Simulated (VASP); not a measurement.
A run of VASP 6.6.1:

The input INCAR:

```
SYSTEM = ScC3
ALGO = Normal ; EDIFF = 1E-7
EDIFFG = -0.04 ; ENCUT = 1300
GGA = PE ; GGA_COMPAT = .FALSE.
IBRION = 2 ; ISIF = 3
ISMEAR = 0 ; LASPH = .TRUE.
LCHARG = .FALSE. ; LREAL = .FALSE.
LWAVE = .FALSE. ; NELM = 120
NELMIN = 4 ; NSW = 90
PREC = Accurate ; SIGMA = 0.1
```

Contents of KPOINTS:

```
k-points
0
G
  6 6 4
  0 0 0
```

POSCAR

```
ScC3
1.0
    4.9681289122      0.0000000000      0.0000000000
   -2.4840644561      4.3025258472      0.0000000000
    0.0000000000      0.0000000000      3.9876899961
Sc C
2 6
Direct
    0.3333333333      0.6666666667      0.2500000000
    0.6666666667      0.3333333333      0.7500000000
    0.8330000000      0.6660000000      0.2500000000
    0.1670000000      0.8330000000      0.7500000000
    0.3340000000      0.1670000000      0.2500000000
    0.1670000000      0.3340000000      0.7500000000
    0.8330000000      0.1670000000      0.2500000000
    0.6660000000      0.8330000000      0.7500000000
```

Potentials or basis: VASP PAW PBE potentials, release 64 (Sc_sv, C_h).

Run with:

```sh
$ cat potpaw_PBE.64/Sc_sv/POTCAR potpaw_PBE.64/C_h/POTCAR > POTCAR
$ mpirun -np 1 vasp_std > vasp.out
```

Hardware: 1 thread of Intel(R) Xeon(R) 6975P-C (Granite Rapids), on a shared host.

Question: Estimate the wall time of this run.

Answer: Run time: 52 min on 1 thread of Intel(R) Xeon(R) 6975P-C (Granite Rapids) (shared host), peak memory 0.61 GiB. Counts: scf iterations 441, k points 21, ion steps 46.
